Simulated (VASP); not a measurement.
# TiB (I-4m2) in VASP: notebook

Runs on TiB. Level: PBEsol. Tasks: single point.

Program: VASP 6.6.1. These are calculated values, not measurements. Logs are shortened: lines on timing, memory, paths and dates and some standing lists are left out, and cuts for length are marked.

## 1. The cell of the first run

It takes space group I-4m2 (No. 119, tetragonal). Conventional cell: a = 3.261 Å, b = 3.261 Å, c = 5.083 Å, α = 90.00°, β = 90.00°, γ = 90.00°. Within 2.7 Å of Ti (site symmetry -4m2) lie 4 B at 2.07 Å. B (site symmetry -4m2) has 4 Ti at 2.07 Å within 2.7 Å.

## 2. Single point, PBEsol (biaxial strain in the a-b plane: -6.0 %)

Input file INCAR:

```
  PREC = Accurate
  ENCUT = 520
  EDIFF = 1E-6
  ISMEAR = 0
  SIGMA = 0.1
  LREAL = False
  LASPH = True
  NELM = 60
  ALGO = Normal
  ISIF = 2
  LWAVE = False
  LCHARG = True
  GGA = PS
  LELF = True
  LVHAR = True
  NBANDS = 23
```

Input file KPOINTS:

```
regular mesh
0
Gamma
  12 12 10
```

Input file POSCAR:

```
TiB
1.0
    2.3061414907      2.3061414907      0.0000000000
   -2.3061414907      2.3061414907      0.0000000000
    0.0000000000      0.0000000000      5.0833246476
Ti B
2 2
Direct
    0.5000000000      0.0000000000      0.2500000000
    0.0000000000      0.5000000000      0.7500000000
    0.0000000000      0.0000000000      0.0000000000
    0.5000000000      0.5000000000      0.5000000000
```

Potentials or basis: VASP PAW PBE potentials, release 64 (Ti_sv, B).

On the command line:

```
> cat potpaw_PBE.64/Ti_sv/POTCAR potpaw_PBE.64/B/POTCAR > POTCAR
> mpirun -np 1 vasp_std > vasp.out
```

OUTCAR:

```text
PREC = Accurate
   ENCUT = 520
   EDIFF = 1E-6
   ISMEAR = 0
   LREAL = False
   LASPH = True
   NELM = 60
   ISIF = 2
   GGA = PS

 ion  position               nearest neighbor table
   1  0.500  0.000  0.250-   3 2.07   4 2.07   4 2.07   3 2.07
   2  0.000  0.500  0.750-   3 2.07   4 2.07   3 2.07   4 2.07
   3  0.000  0.000  0.000-   1 2.07   2 2.07   2 2.07   1 2.07
   4  0.500  0.500  0.500-   1 2.07   2 2.07   1 2.07   2 2.07

  LATTYP: Found a simple tetragonal cell.
 ALAT       =     3.2613765729
 C/A-ratio  =     1.5586438836

  Lattice vectors:

 A1 = (   2.3061414907,   2.3061414907,   0.0000000000)
 A2 = (  -2.3061414907,   2.3061414907,   0.0000000000)
 A3 = (   0.0000000000,   0.0000000000,   5.0833246476)

Analysis of symmetry for initial positions (statically):
=====================================================================
 Subroutine PRICEL returns following result:

  LATTYP: Found a body centered tetragonal cell.
 ALAT       =     3.2613765729
 C/A-ratio  =     1.5586438836

  Lattice vectors:

 A1 = (   2.3061414907,   0.0000000000,  -2.5416623238)
 A2 = (  -2.3061414907,   0.0000000000,  -2.5416623238)
 A3 = (   0.0000000000,   2.3061414907,   2.5416623238)

   2 primitive cells build up your supercell.

 Routine SETGRP: Setting up the symmetry group for a
 simple tetragonal supercell.

 Subroutine GETGRP returns: Found  8 space group operations
 (whereof  8 operations were pure point group operations)
 out of a pool of 16 trial point group operations.

The static configuration has the point symmetry D_2d.

Analysis of symmetry for dynamics (positions and initial velocities):
=====================================================================
 Subroutine PRICEL returns following result:

  LATTYP: Found a body centered tetragonal cell.
 ALAT       =     3.2613765729
 C/A-ratio  =     1.5586438836

  Lattice vectors:

 A1 = (   2.3061414907,   0.0000000000,  -2.5416623238)
 A2 = (  -2.3061414907,   0.0000000000,  -2.5416623238)
 A3 = (   0.0000000000,   2.3061414907,   2.5416623238)

   2 primitive cells build up your supercell.

 Routine SETGRP: Setting up the symmetry group for a
 simple tetragonal supercell.

 Subroutine GETGRP returns: Found  8 space group operations
 (whereof  8 operations were pure point group operations)
 out of a pool of 16 trial point group operations.

The dynamic configuration has the point symmetry D_2d.

 Subroutine INISYM returns: Found  8 space group operations
 (whereof  8 operations are pure point group operations),
 and found     2 'primitive' translations

----------------------------------------------------------------------------------------

                                     Primitive cell

  volume of cell :      27.0346

  direct lattice vectors                    reciprocal lattice vectors
     2.306141491  0.000000000 -2.541662324     0.216812369  0.216812369 -0.196721648
    -2.306141491  0.000000000 -2.541662324    -0.216812369  0.216812369 -0.196721648
     0.000000000  2.306141491  2.541662324     0.000000000  0.433624738  0.000000000

  length of vectors
     3.431958033  3.431958033  3.431958033     0.364300169  0.364300169  0.433624738

  position of ions in fractional coordinates (direct lattice)
     0.250000000  0.750000000  0.500000000
     0.000000000  0.000000000  0.000000000

  ion indices of the primitive-cell ions
   primitive index   ion index
                 1           1
                 2           3

----------------------------------------------------------------------------------------

 KPOINTS: regular mesh

Automatic generation of k-mesh.
 Grid dimensions read from file:
 generate k-points for:   12   12   10

 Generating k-lattice:

  Cartesian coordinates                     Fractional coordinates (reciprocal lattice)
     0.018067697  0.018067697  0.000000000     0.083333333  0.000000000  0.000000000
    -0.018067697  0.018067697  0.000000000     0.000000000  0.083333333  0.000000000
     0.000000000  0.000000000  0.019672165     0.000000000  0.000000000  0.100000000

  Length of vectors
     0.025551583  0.025551583  0.019672165

  Shift w.r.t. Gamma in fractional coordinates (k-lattice)
     0.000000000  0.000000000  0.000000000

 Subroutine IBZKPT returns following result:
 ===========================================

 Found    168 irreducible k-points:

 Following reciprocal coordinates:
            Coordinates               Weight
  0.000000  0.000000  0.000000      1.000000
  0.083333  0.000000  0.000000      4.000000
  0.166667  0.000000  0.000000      4.000000
  0.250000  0.000000  0.000000      4.000000
  0.333333  0.000000  0.000000      4.000000
  0.416667  0.000000  0.000000      4.000000
[... 16 lines left out ...]
  0.333333  0.333333  0.000000      4.000000
  0.416667  0.333333  0.000000      8.000000
 [... further k-points ...]
   k-points           NKPTS =    168   k-points in BZ     NKDIM =    168   number of bands    NBANDS=     23
   number of dos      NEDOS =    301   number of ions     NIONS =      4
   total plane-waves  NPLWV =  23040
   dimension x,y,z NGX =    24 NGY =   24 NGZ =   40
   dimension x,y,z NGXF=    48 NGYF=   48 NGZF=   80
   ions per type =               2   2
   NGX,Y,Z   is equivalent  to a cutoff of  12.23, 12.23, 13.08 a.u.
   NGXF,Y,Z  is equivalent  to a cutoff of  24.47, 24.47, 26.16 a.u.
 SYSTEM =  unknown system
   PREC   = accura    normal or accurate (medium, high low for compatibility)
   ISTART =      0    job   : 0-new  1-cont  2-samecut
   ICHARG =      2    charge: 1-file 2-atom 10-const
   ISPIN  =      1    spin polarized calculation?
   LNONCOLLINEAR =      F non collinear calculations
   LSORBIT =      F    spin-orbit coupling
   LASPH  =      T    aspherical Exc in radial PAW
   ENCUT  =  520.0 eV  38.22 Ry    6.18 a.u.   6.06  6.06  9.45*2*pi/ulx,y,z
   NELM   =     60;   NELMIN=  2; NELMDL= -5     # of ELM steps
   EDIFF  = 0.1E-05   stopping-criterion for ELM
   LREAL  =      F    real-space projection
   EDIFFG = 0.1E-04   stopping-criterion for IOM
   NSW    =      0    number of steps for IOM
   IBRION =     -1    ionic relax: 0-MD 1-quasi-New 2-CG
   NFREE  =      0    steps in history (QN), initial steepest desc. (CG)
   ISIF   =      2    stress and relaxation
   ISYM   =      2    0-nonsym 1-usesym 2-fastsym
   POTIM  = 0.5000    time-step for ionic-motion
   TEBEG  =    0.0;   TEEND  =   0.0 temperature during run
   PSTRESS=    0.0 pullay stress
   NELECT =      30.0000    total number of electrons
   NUPDOWN=      -1.0000    fix difference up-down
   EMIN   =  10.00;   EMAX   =-10.00  energy-range for DOS
   EFERMI =   0.00;   METHOD = LEGACY
   ISMEAR =     0;   SIGMA  =   0.10  broadening in eV -4-tet -1-fermi 0-gaus
   EFERMI_NEDOS =   21; number of points for ismear=-14 and -15
   IALGO  =     38    algorithm
   IMIX   =      4    mixing-type and parameters
     AMIX     =   0.40;   BMIX     =  1.00
     AMIX_MAG =   1.60;   BMIX_MAG =  1.00
  volume/ion in A,a.u.               =      13.52        91.22
  Fermi-wavevector in a.u.,A,eV,Ry     =   1.345237  2.542129 24.621939  1.809661
  Thomas-Fermi vector in A             =   2.473166
   LORBIT       =      0    0 simple, 1 ext, 2 COOP (PROOUT), +10 PAW based schemes
   GGA     = PS    functional components
   LHFCALC =     F    Hartree Fock is set to
   AEXX    =    0.0000 exact exchange contribution
   IVDW    =     0    specifies the selected vdW correction
   LEPSILON=     F    determine dielectric tensor
   LRPA    =     F    only Hartree local field effects (RPA)
 non-spin polarized calculation
 Gauss-broadening in eV      SIGMA  =   0.10
  energy-cutoff  :      520.00
  volume of cell :       54.07
 maximum number of plane-waves:      1484
   NGX = 13   NGY = 13   NGZ = 19

 number of electron      30.0000019 magnetization

 Free energy of the ion-electron system (eV)
  ---------------------------------------------------
  ext. energy  EPLUGINS =         0.00000000
  ---------------------------------------------------
  free energy    TOTEN  =       -27.53768859 eV

  energy without entropy =      -27.52189508  energy(sigma->0) =      -27.52979184

 E-fermi :   5.5369     XC(G=0): -11.1140

 val. band max:        5.5284029348   @ k =   0.0833   0.0000   0.3000
 cond. band min:       5.5373077684   @ k =   0.3333   0.3333   0.3000
 fundamental gap:      0.0089048336
 Fermi energy:         5.5368573058

 k-point     1 :       0.0000    0.0000    0.0000
  band No.  band energies     occupation
      1     -50.1167      2.00000
      2     -50.0936      2.00000
      3     -26.6298      2.00000
      4     -26.4795      2.00000
      5     -26.4795      2.00000
      6     -26.4500      2.00000
[... 15 lines left out ...]
     22       9.8179      0.00000
     23       9.8179      0.00000

 k-point     2 :       0.0833    0.0000    0.0000
  band No.  band energies     occupation
      1     -50.1155      2.00000
      2     -50.0933      2.00000
      3     -26.6260      2.00000
      4     -26.4882      2.00000
      5     -26.4778      2.00000
      6     -26.4523      2.00000
[... 15 lines left out ...]
     22      10.0579      0.00000
     23      10.2534      0.00000

 k-point     3 :       0.1667    0.0000    0.0000
  band No.  band energies     occupation
      1     -50.1123      2.00000
      2     -50.0923      2.00000
      3     -26.6149      2.00000
      4     -26.5114      2.00000
      5     -26.4728      2.00000
      6     -26.4620      2.00000
[... 15 lines left out ...]
     22      10.5516      0.00000
     23      10.5946      0.00000
[... 495 lines left out ...]
 k-point    23 :       0.3333    0.3333    0.0000
  band No.  band energies     occupation
      1     -50.0913      2.00000
      2     -50.0855      2.00000
      3     -26.5866      2.00000
      4     -26.5722      2.00000
      5     -26.5408      2.00000
      6     -26.5246      2.00000
[... 15 lines left out ...]
     22      10.1295      0.00000
     23      10.7782      0.00000

 k-point    24 :       0.4167    0.3333    0.0000
  band No.  band energies     occupation
      1     -50.0878      2.00000
      2     -50.0848      2.00000
      3     -26.6001      2.00000
      4     -26.5930      2.00000
      5     -26.5295      2.00000
      6     -26.5250      2.00000
[... 15 lines left out ...]
     22       9.9536      0.00000
     23      10.2405      0.00000

 [... further k-points ...]

------------------------ aborting loop because EDIFF is reached ----------------------------------------

  FORCE on cell =-STRESS in cart. coord.  units (eV):
  Direction    XX          YY          ZZ          XY          YZ          ZX
  --------------------------------------------------------------------------------------
  -------------------------------------------------------------------------------------
  Total        3.2141152      3.2141152      4.3265228      0.0000000      0.0000000     -0.0000000
  in kB       95.2406342     95.2406342    128.2034877      0.0000000      0.0000000     -0.0000000
  external PRESSURE =     106.2282520 kB  Pullay stress =       0.0000000 kB

 VOLUME and BASIS-vectors are now :
 -----------------------------------------------------------------------------
  energy-cutoff  :      520.00
  volume of cell :       54.07
      direct lattice vectors                 reciprocal lattice vectors
     2.306141491  2.306141491  0.000000000     0.216812369  0.216812369  0.000000000
    -2.306141491  2.306141491  0.000000000    -0.216812369  0.216812369  0.000000000
     0.000000000  0.000000000  5.083324648     0.000000000  0.000000000  0.196721648

 POSITION                                       TOTAL-FORCE (eV/Angst)
 -----------------------------------------------------------------------------------
      1.15307      1.15307      1.27083        -0.000000     -0.000000     -0.000000
     -1.15307      1.15307      3.81249        -0.000000     -0.000000     -0.000000
      0.00000      0.00000      0.00000         0.000000      0.000000     -0.000000
      0.00000      2.30614      2.54166         0.000000      0.000000      0.000000
 -----------------------------------------------------------------------------------
    total drift:                               -0.000000      0.000000     -0.000000

  FREE ENERGIE OF THE ION-ELECTRON SYSTEM (eV)
  ---------------------------------------------------
  free  energy   TOTEN  =       -27.5376885884 eV

  energy  without entropy=      -27.5218950840  energy(sigma->0) =      -27.52979184
```

It took 55 s on 1 thread of Intel Xeon 6975P-C (Granite Rapids), shared host; peak memory 0.29 GiB.

Results:

```yaml
Free_energy: -27.5377 eV
Pressure: 10.6 GPa
Band_gap_on_the_k_mesh: zero (bands 15 and 16 overlap by 1.39 eV)
```

Levels at points of the mesh, in eV from the Fermi level:
```csv
k point,band 11,band 12,band 13,band 14,band 15,band 16,band 17,band 18,band 19,band 20
"(0.00, 0.00, 0.00)",-3.32,-1.32,-1.04,-1.04,0.22,1.32,1.32,1.95,2.66,3.23
"(0.50, 0.00, 0.00)",-2.21,-2.21,-1.37,-1.37,-0.05,-0.05,2.04,2.04,3.28,3.28
"(0.50, 0.50, 0.00)",-3.17,-3.17,0.61,0.61,0.86,0.86,1.05,1.05,2.97,2.97
"(0.00, 0.00, 0.50)",-2.14,-2.14,-0.22,-0.22,-0.22,-0.22,0.84,0.84,2.94,2.94
"(0.50, 0.00, 0.50)",-2.51,-2.51,-0.99,-0.99,-0.35,-0.35,2.73,2.73,2.82,2.82
"(0.50, 0.50, 0.50)",-2.30,-2.30,-0.76,-0.76,0.22,0.22,1.16,1.16,2.86,2.86
```

Caveat: the cell differs from its parent crystal (biaxial strain in the a-b plane: -6.0 %); the cell stands under pressure; the PAW data sets were made with another functional, which shifts forces and pressure a little.

## 3. Single point, PBEsol (biaxial strain in the a-b plane: +2.0 %, then relaxed in part)

Input file INCAR:

```
SYSTEM = TiB
ALGO = Normal
EDIFF = 1E-7
ENCUT = 520
GGA = PS
ISIF = 2
ISMEAR = 0
LASPH = .TRUE.
LCHARG = .FALSE.
LREAL = .FALSE.
LWAVE = .FALSE.
NBANDS = 23
NELM = 60
PREC = Accurate
SIGMA = 0.1
```

Input file KPOINTS:

```
k-points
0
G
  12 12 10
  0 0 0
```

Input file POSCAR:

```
TiB
1.0
    2.5024088516      2.5024088516      0.0000000000
   -2.5024088516      2.5024088516      0.0000000000
    0.0000000000      0.0000000000      4.4553627395
Ti B
2 2
Direct
    0.5000000000      0.0000000000      0.2500000000
    0.0000000000      0.5000000000      0.7500000000
    0.0000000000      0.0000000000      0.0000000000
    0.5000000000      0.5000000000      0.5000000000
```

Potentials or basis: VASP PAW PBE potentials, release 64 (Ti_sv, B).

On the command line:

```
> cat potpaw_PBE.64/Ti_sv/POTCAR potpaw_PBE.64/B/POTCAR > POTCAR
> mpirun -np 1 vasp_std > vasp.out
```

Run time: 86 s. Hardware: 1 thread of Intel Xeon 6975P-C (Granite Rapids), shared host; peak memory 0.31 GiB.

It converged, with:

* Free energy: -27.7000 eV
* Pressure: 5.9 GPa
* Band gap on the k mesh: zero (bands 15 and 16 overlap by 1.42 eV)

Stress tensor (GPa, compression positive):
```
8.77 0.00 0.00
0.00 8.77 0.00
0.00 0.00 0.05
```

Levels at points of the mesh, in eV from the Fermi level:
```
           k point  band 12  band 13  band 14  band 15  band 16  band 17  band 18  band 19
(0.00, 0.00, 0.00)    -1.16    -1.16    -0.90     0.59     0.59     1.24     1.87     2.51
(0.50, 0.00, 0.00)    -1.71    -0.90    -0.90    -0.53    -0.53     1.78     1.78     2.31
(0.50, 0.50, 0.00)    -3.22     0.36     0.36     0.78     0.78     1.40     1.40     2.80
(0.00, 0.00, 0.50)    -2.11    -0.64    -0.64    -0.64    -0.64     1.62     1.62     2.43
(0.50, 0.00, 0.50)    -2.49    -1.01    -1.01    -0.30    -0.30     2.50     2.50     2.86
(0.50, 0.50, 0.50)    -2.27    -0.10    -0.10    -0.03    -0.03     1.63     1.63     2.15
```

Caveat: the cell differs from its parent crystal (biaxial strain in the a-b plane: +2.0 %, then relaxed in part); the cell stands under pressure; the PAW data sets were made with another functional, which shifts forces and pressure a little.
